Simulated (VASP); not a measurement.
# NaOs3F (Pm-3m) in VASP: notebook

Runs on NaOs3F. Level: PBE. Tasks: relaxation of cell and atoms, single point.

Everything below comes from runs of VASP 6.6.1. Logs are shortened: lines on timing, memory, paths and dates and some standing lists are left out, and cuts for length are marked.

## 1. The cell of the first run

It takes space group Pm-3m (No. 221, cubic). Conventional cell: a = 4.227 Å, b = 4.227 Å, c = 4.227 Å, α = 90.00°, β = 90.00°, γ = 90.00°. Na (site symmetry m-3m) has 12 Os at 2.99 Å and 8 F at 3.66 Å within 3.9 Å. Os (site symmetry 4/mmm) has 2 F at 2.11 Å within 2.8 Å. Within 2.8 Å of F (site symmetry m-3m) lie 6 Os at 2.11 Å.

The cell was built from a structure type or drawn by symmetry, and may not be a known phase.

## 2. Relaxation of cell and atoms, PBE, collinear spin

Input file INCAR:

```
ALGO = Normal
EDIFF = 1E-7
EDIFFG = -0.04
ENCUT = 600
GGA = PE
IBRION = 2
ISIF = 3
ISMEAR = 0
ISPIN = 2
LASPH = T
LCHARG = F
LMAXMIX = 4
LORBIT = 11
LREAL = F
LWAVE = F
MAGMOM = 0 1 1 1 0
NELM = 150
NSW = 90
PREC = Accurate
SIGMA = 0.1
```

Input file KPOINTS:

```
k-points
0
Gamma
  4 4 4
```

Input file POSCAR:

```
NaOs3F
1.0
    4.2271838900      0.0000000000      0.0000000000
    0.0000000000      4.2271838900      0.0000000000
    0.0000000000      0.0000000000      4.2271838900
Na Os F
1 3 1
Direct
    0.0000000000      0.0000000000      0.0000000000
    0.0000000000      0.5000000000      0.5000000000
    0.5000000000      0.0000000000      0.5000000000
    0.5000000000      0.5000000000      0.0000000000
    0.5000000000      0.5000000000      0.5000000000
```

Potentials or basis: VASP PAW PBE potentials, release 64 (Na_pv, Os, F).

The run is started by

```bash
> cat potpaw_PBE.64/Na_pv/POTCAR potpaw_PBE.64/Os/POTCAR potpaw_PBE.64/F/POTCAR > POTCAR
> mpirun -np 1 vasp_std > vasp.out
```

OUTCAR:

```text
EDIFF = 1E-7
   EDIFFG = -0.04
   ENCUT = 600
   GGA = PE
   IBRION = 2
   ISIF = 3
   ISMEAR = 0
   ISPIN = 2
   LASPH = T
   LORBIT = 11
   LREAL = F
   NELM = 150
   NSW = 90
   PREC = Accurate

 ion  position               nearest neighbor table
   1  0.000  0.000  0.000-   2 2.99   3 2.99   4 2.99   2 2.99   3 2.99   2 2.99   4 2.99   2 2.99
                             3 2.99   4 2.99   3 2.99   4 2.99
   2  0.000  0.500  0.500-   5 2.11   5 2.11   4 2.99   1 2.99   1 2.99   4 2.99   1 2.99   3 2.99
                             1 2.99   3 2.99   4 2.99   3 2.99   4 2.99   3 2.99
   3  0.500  0.000  0.500-   5 2.11   5 2.11   4 2.99   1 2.99   1 2.99   4 2.99   2 2.99   4 2.99
                             2 2.99   4 2.99   1 2.99   2 2.99   1 2.99   2 2.99
   4  0.500  0.500  0.000-   5 2.11   5 2.11   3 2.99   1 2.99   2 2.99   3 2.99   2 2.99   1 2.99
                             3 2.99   3 2.99   1 2.99   2 2.99   2 2.99   1 2.99
   5  0.500  0.500  0.500-   2 2.11   3 2.11   4 2.11   4 2.11   3 2.11   2 2.11

  LATTYP: Found a simple cubic cell.
 ALAT       =     4.2271838900

  Lattice vectors:

 A1 = (   4.2271838900,   0.0000000000,   0.0000000000)
 A2 = (   0.0000000000,   4.2271838900,   0.0000000000)
 A3 = (   0.0000000000,   0.0000000000,   4.2271838900)

Analysis of symmetry for initial positions (statically):
=====================================================================
 Subroutine PRICEL returns:
 Original cell was already a primitive cell.

 Routine SETGRP: Setting up the symmetry group for a
 simple cubic supercell.

 Subroutine GETGRP returns: Found 48 space group operations
 (whereof 48 operations were pure point group operations)
 out of a pool of 48 trial point group operations.

The static configuration has the point symmetry O_h .

Analysis of symmetry for dynamics (positions and initial velocities):
=====================================================================
 Subroutine PRICEL returns:
 Original cell was already a primitive cell.

 Routine SETGRP: Setting up the symmetry group for a
 simple cubic supercell.

 Subroutine GETGRP returns: Found 48 space group operations
 (whereof 48 operations were pure point group operations)
 out of a pool of 48 trial point group operations.

The dynamic configuration has the point symmetry O_h .

Analysis of structural, dynamic, and magnetic symmetry:
=====================================================================
 Subroutine PRICEL returns:
 Original cell was already a primitive cell.

[... 118 lines left out ...]
     AMIX_MAG =   1.60;   BMIX_MAG =  1.00
  volume/ion in A,a.u.               =      15.11       101.95
  Fermi-wavevector in a.u.,A,eV,Ry     =   1.302022  2.460464 23.065419  1.695261
  Thomas-Fermi vector in A             =   2.433117
   LORBIT       =     11    0 simple, 1 ext, 2 COOP (PROOUT), +10 PAW based schemes
   GGA     = PE    functional components
   LHFCALC =     F    Hartree Fock is set to
   AEXX    =    0.0000 exact exchange contribution
   IVDW    =     0    specifies the selected vdW correction
   LEPSILON=     F    determine dielectric tensor
   LRPA    =     F    only Hartree local field effects (RPA)
 conjugate gradient relaxation of ions
 spin polarized calculation
 Gauss-broadening in eV      SIGMA  =   0.10
  energy-cutoff  :      600.00
  volume of cell :       75.54
 maximum number of plane-waves:      2560
 NGX is ok and might be reduce to    36
   NGX = 17   NGY = 17   NGZ = 17

--------------------------------------- Ionic step        1  -------------------------------------------

 number of electron      38.0000011 magnetization       2.1609148

 Free energy of the ion-electron system (eV)
  ---------------------------------------------------
  ext. energy  EPLUGINS =         0.00000000
  ---------------------------------------------------
  free energy    TOTEN  =       -27.51904301 eV

  energy without entropy =      -27.47650573  energy(sigma->0) =      -27.49777437

------------------------ aborting loop because EDIFF is reached ----------------------------------------

  FORCE on cell =-STRESS in cart. coord.  units (eV):
  Direction    XX          YY          ZZ          XY          YZ          ZX
  --------------------------------------------------------------------------------------
  -------------------------------------------------------------------------------------
  Total        3.3163356      3.3163356      3.3163356     -0.0000000      0.0000000     -0.0000000
  in kB       70.3421497     70.3421497     70.3421497     -0.0000000      0.0000000     -0.0000000
  external PRESSURE =      70.3421497 kB  Pullay stress =       0.0000000 kB
[... 65 lines left out ...]
--------------------------------------- Ionic step        3  -------------------------------------------

 number of electron      37.9999998 magnetization       2.5525386

 Free energy of the ion-electron system (eV)
  ---------------------------------------------------
  ext. energy  EPLUGINS =         0.00000000
  ---------------------------------------------------
  free energy    TOTEN  =       -27.59684603 eV

  energy without entropy =      -27.56816139  energy(sigma->0) =      -27.58250371

 E-fermi :   5.0925     XC(G=0): -11.6320

 val. band max:        5.0590133824   @ k =   0.2500   0.2500   0.0000
 cond. band min:       5.1000764097   @ k =   0.2500   0.0000   0.0000
 fundamental gap:      0.0410630273
 Fermi energy:         5.0925277454

 spin component 1

 k-point     1 :       0.0000    0.0000    0.0000
  band No.  band energies     occupation
      1     -23.8938      1.00000
      2     -17.2570      1.00000
      3     -17.2570      1.00000
      4     -17.2570      1.00000
      5      -5.0601      1.00000
      6      -5.0601      1.00000
[... 269 lines left out ...]
     24       6.0410      0.00000
     25       6.0410      0.00000
 Fermi energy:         5.0925277454

 spin component 2

 k-point     1 :       0.0000    0.0000    0.0000
  band No.  band energies     occupation
      1     -23.7664      1.00000
      2     -17.2640      1.00000
      3     -17.2640      1.00000
      4     -17.2640      1.00000
      5      -4.9373      1.00000
      6      -4.9373      1.00000
[... 301 lines left out ...]
  FREE ENERGIE OF THE ION-ELECTRON SYSTEM (eV)
  ---------------------------------------------------
  free  energy   TOTEN  =       -27.5968460259 eV

  energy  without entropy=      -27.5681613940  energy(sigma->0) =      -27.58250371

 reached required accuracy - stopping structural energy minimisation

 total charge

# of ion       s       p       d       tot
------------------------------------------
    1        0.097   6.024   0.000   6.120
    2        0.538   0.335   5.893   6.766
    3        0.538   0.335   5.893   6.766
    4        0.538   0.335   5.893   6.766
    5        1.805   4.279   0.000   6.083
--------------------------------------------------
tot          3.514  11.308  17.679  32.502

 magnetization (x)

# of ion       s       p       d       tot
------------------------------------------
    1       -0.005  -0.004   0.000  -0.009
    2        0.012   0.007   0.790   0.809
    3        0.012   0.007   0.790   0.809
    4        0.012   0.007   0.790   0.809
    5        0.012   0.046   0.000   0.059
--------------------------------------------------
tot          0.044   0.064   2.369   2.478
```

CONTCAR:

```text
NaOs3F
   1.00000000000000
     4.2947482539550474   -0.0000000000000000   -0.0000000000000000
    -0.0000000000000000    4.2947482539550474   -0.0000000000000000
     0.0000000000000000    0.0000000000000000    4.2947482539550474
  Na              Os              F
     1     3     1
Direct
     0.0000000000000000    0.0000000000000000    0.0000000000000000
     0.0000000000000000    0.5000000000000000    0.5000000000000000
     0.5000000000000000    0.0000000000000000    0.5000000000000000
     0.5000000000000000    0.5000000000000000    0.0000000000000000
     0.5000000000000000    0.5000000000000000    0.5000000000000000

  0.00000000E+00  0.00000000E+00  0.00000000E+00
  0.00000000E+00  0.00000000E+00  0.00000000E+00
  0.00000000E+00  0.00000000E+00  0.00000000E+00
  0.00000000E+00  0.00000000E+00  0.00000000E+00
  0.00000000E+00  0.00000000E+00  0.00000000E+00
```

Run time: 84 s. Hardware: 1 thread of Intel Xeon Platinum 8488C (Sapphire Rapids), shared host; peak memory 0.26 GiB.

Results:

```yaml
Free_energy: -27.5968 eV
Relaxed_volume: 15.84 Å³/atom
Relaxed_cell: a = 4.295 Å, b = 4.295 Å, c = 4.295 Å, α = 90.00°, β = 90.00°, γ = 90.00°
Space_group_after_relaxing_to_0.1_Å: Pm-3m (No. 221)
Energy_gained_by_relaxing: 15.6 meV/atom
Ionic_steps: 3
Pressure_after_relaxing: 0.0 GPa
Net_moment: 2.55 μB per cell
Site_moments: Na -0.01; Os +0.81; F +0.06 μB
Valence_electrons_inside_the_program's_atomic_spheres: Na 6.12; Os 6.77; F 6.08
```

Step by step:
```tsv
step	energy change (eV)	largest force (eV/Å)	pressure (GPa)	volume (Å³)
1	0.0000	0.0000	7.03	75.54
2	-0.0066	0.0000	-5.58	83.02
3	-0.0778	0.0000	-0.04	79.22
```

Final structure:
```cif
data_structure
_symmetry_space_group_name_H-M 'P 1'
_symmetry_Int_Tables_number 1
_cell_length_a 4.2947
_cell_length_b 4.2947
_cell_length_c 4.2947
_cell_angle_alpha 90.000
_cell_angle_beta 90.000
_cell_angle_gamma 90.000
_cell_volume 79.22
loop_
_atom_site_label
_atom_site_type_symbol
_atom_site_fract_x
_atom_site_fract_y
_atom_site_fract_z
_atom_site_occupancy
Na1 Na 0.00000 0.00000 0.00000 1
Os1 Os 0.00000 0.50000 0.50000 1
Os2 Os 0.50000 0.00000 0.50000 1
Os3 Os 0.50000 0.50000 0.00000 1
F1 F 0.50000 0.50000 0.50000 1
```

Levels at points of the mesh, in eV from the Fermi level:
Spin up:
```tsv
k point	band 16	band 17	band 18	band 19	band 20	band 21	band 22	band 23	band 24	band 25
(0.00, 0.00, 0.00)	-0.95	-0.95	-0.77	-0.77	1.13	1.13	1.13	1.20	3.34	3.34
(0.50, 0.00, 0.00)	-1.44	-1.43	-1.26	-0.85	-0.83	-0.83	-0.32	1.13	1.95	5.34
(0.50, 0.50, 0.00)	-1.82	-1.35	-0.98	-0.80	-0.79	-0.26	0.74	0.74	1.18	3.13
(0.50, 0.50, 0.50)	-0.37	0.61	0.61	0.61	0.67	0.67	0.67	0.95	0.95	0.95
```
Spin down:
```tsv
k point	band 15	band 16	band 17	band 18	band 19	band 20
(0.00, 0.00, 0.00)	-0.18	-0.18	-0.18	-0.16	-0.16	1.60
(0.50, 0.00, 0.00)	-1.06	-1.06	-0.72	-0.66	-0.26	-0.13
(0.50, 0.50, 0.00)	-1.87	-1.46	-0.95	-0.57	-0.35	-0.35
(0.50, 0.50, 0.50)	0.48	0.48	0.73	0.73	0.73	1.21
```

Caveat: the k points lie up to 0.37 Å⁻¹ apart in the final cell; spin-orbit coupling is left out, which moves the levels of the heavy elements.

## 3. Single point, PBE, collinear spin

This run uses another cell than the first one, of 15.82 Å³/atom.

Input file INCAR:

```
PREC = Accurate ; ENCUT = 520
EDIFF = 1E-6 ; ISMEAR = 0
SIGMA = 0.1 ; LREAL = False
LASPH = True ; NELM = 150
ALGO = Normal ; ISIF = 2
LWAVE = False ; LCHARG = False
ISPIN = 2 ; MAGMOM = 0 0.61 0.61 0.61 0
LORBIT = 11 ; LMAXMIX = 4
GGA = PE ; NBANDS = 31
```

Input file KPOINTS:

```
Automatic mesh
0
Gamma
  10 10 10
```

POSCAR, as its differences from that of step 2:

```diff
@@ -2,5 +2,5 @@
 1.0
-    4.2271838900      0.0000000000      0.0000000000
-    0.0000000000      4.2271838900      0.0000000000
-    0.0000000000      0.0000000000      4.2271838900
+    4.2924646771      0.0000000000      0.0000000000
+    0.0000000000      4.2924646771      0.0000000000
+    0.0000000000      0.0000000000      4.2924646771
 Na Os F
```

Potentials or basis: VASP PAW PBE potentials, release 64 (Na_pv, Os, F).

The run is started by

```bash
> cat potpaw_PBE.64/Na_pv/POTCAR potpaw_PBE.64/Os/POTCAR potpaw_PBE.64/F/POTCAR > POTCAR
> mpirun -np 1 vasp_std > vasp.out
```

Wall time 98 s (1 thread of Intel Xeon Platinum 8488C (Sapphire Rapids), shared host); peak memory 0.34 GiB.

Results (log left out):

* Free energy: -27.5634 eV
* Pressure: 0.3 GPa
* Net moment: 2.24 μB per cell
* Site moments: Na -0.01; Os +0.72; F +0.03 μB
* Valence electrons inside the program's atomic spheres: Na 6.12; Os 6.77; F 6.09

Levels at points of the mesh, in eV from the Fermi level:
Spin up:
```tsv
k point	band 18	band 19	band 20	band 21	band 22	band 23
(0.00, 0.00, 0.00)	-0.65	-0.65	1.26	1.26	1.26	1.32
(0.50, 0.00, 0.00)	-1.13	-0.74	-0.71	-0.71	-0.21	1.26
(0.50, 0.50, 0.00)	-0.86	-0.67	-0.66	-0.15	0.87	0.87
(0.50, 0.50, 0.50)	0.72	0.72	0.80	0.80	0.80	1.07
```
Spin down:
| k point | band 15 | band 16 | band 17 | band 18 | band 19 | band 20 | band 21 | band 22 |
| --- | --- | --- | --- | --- | --- | --- | --- | --- |
| (0.00, 0.00, 0.00) | -0.12 | -0.12 | -0.12 | -0.09 | -0.09 | 1.66 | 1.66 | 1.66 |
| (0.50, 0.00, 0.00) | -0.99 | -0.99 | -0.64 | -0.61 | -0.20 | -0.08 | -0.08 | 0.18 |
| (0.50, 0.50, 0.00) | -1.81 | -1.39 | -0.87 | -0.53 | -0.29 | -0.26 | 0.65 | 1.31 |
| (0.50, 0.50, 0.50) | 0.53 | 0.53 | 0.82 | 0.82 | 0.82 | 1.28 | 1.28 | 1.28 |

Caveat: spin-orbit coupling is left out, which moves the levels of the heavy elements.
